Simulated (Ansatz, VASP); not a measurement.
# Two plane-wave programs on ZnCu

Contents of POSCAR:

```
ZnCu
1.0
    2.8805379942      0.0000000000      0.0000000000
    0.0000000000      2.8805379942      0.0000000000
    0.0000000000      0.0000000000      2.8805379942
Zn Cu
1 1
Direct
    0.5000000000      0.5000000000      0.5000000000
    0.0000000000      0.0000000000      0.0000000000
```

INCAR.step1

```
SYSTEM = ZnCu
PREC     = Accurate       ! precision mode
ENCUT    = 520            ! plane-wave cutoff, eV
ISMEAR   = 0              ! smearing method
SIGMA    = 0.05           ! smearing width, eV
LREAL    = .False.        ! projectors in reciprocal space
LASPH    = .True.         ! aspherical terms in the spheres
NELM     = 100            ! most SCF steps
NBANDS   = 18             ! bands
GGA      = PE             ! functional
ALGO     = Normal         ! electronic algorithm
EDIFF    = 1E-4           ! SCF threshold, eV
LWAVE    = .True.         ! write WAVECAR
LCHARG   = .False.        ! write CHGCAR
```

The input INCAR.step2:

```
SYSTEM = ZnCu
PREC     = Accurate       ! precision mode
ENCUT    = 520            ! plane-wave cutoff, eV
EDIFF    = 1E-6           ! SCF threshold, eV
ISMEAR   = 0              ! smearing method
SIGMA    = 0.05           ! smearing width, eV
LREAL    = .False.        ! projectors in reciprocal space
LASPH    = .True.         ! aspherical terms in the spheres
NELM     = 100            ! most SCF steps
ALGO     = Normal         ! electronic algorithm
ISIF     = 2              ! what is computed and relaxed
LWAVE    = .False.        ! write WAVECAR
LCHARG   = .False.        ! write CHGCAR
METAGGA  = R2SCAN         ! meta-GGA
LMIXTAU  = .True.       
NBANDS   = 18             ! bands
ISTART   = 1
```

KPOINTS

```
Automatic mesh
0
Gamma
  12 12 12
  0 0 0
```

Input for Ansatz:

```yaml
crystal:
  lattice:
    - [2.8805379942, 0.0, 0.0]
    - [0.0, 2.8805379942, 0.0]
    - [0.0, 0.0, 2.8805379942]
  atoms:
    - { symbol: Zn, position: [0.5, 0.5, 0.5] }
    - { symbol: Cu, position: [0.0, 0.0, 0.0] }
basis:
  ecutwfc: 500
  ecutrho_ratio: 4
kpoints:
  mp_grid: { grid: [12, 12, 12] }
hamiltonian:
  xc: r2scan
scf:
  occupations: { method: gaussian, width: 0.05 }
output:
  forces: true
  stress: true
  eigenvalues: true
```

Alike in both runs: task single point; functional r2SCAN; k mesh 12 × 12 × 12; occupations gaussian, width 0.05 eV; no spin polarisation.

```csv
,VASP,Ansatz
version,VASP 6.6.1,Ansatz 0.2.0
potentials or method,"VASP PAW PBE potentials, release 64 (Zn, Cu), cutoff 520 eV","scalar-relativistic, plane waves, PAW"
valence electrons in the cell,23,31
```

Ansatz gave:

```
gap on the k mesh at the Fermi level (eV) : none
pressure (GPa)                            : 6.1
```

**Question.** Which values does VASP return?

**Answer.** gap on the k mesh at the Fermi level (eV): none; pressure (GPa): 6.7.

VASP's potentials were made for PBE, not for r2SCAN. A gap of «none» marks a metal or a gap that the smearing closes. VASP's potentials hold 23 valence electrons a cell and Ansatz's 31, so a difference there can come from the potentials and not from the codes.
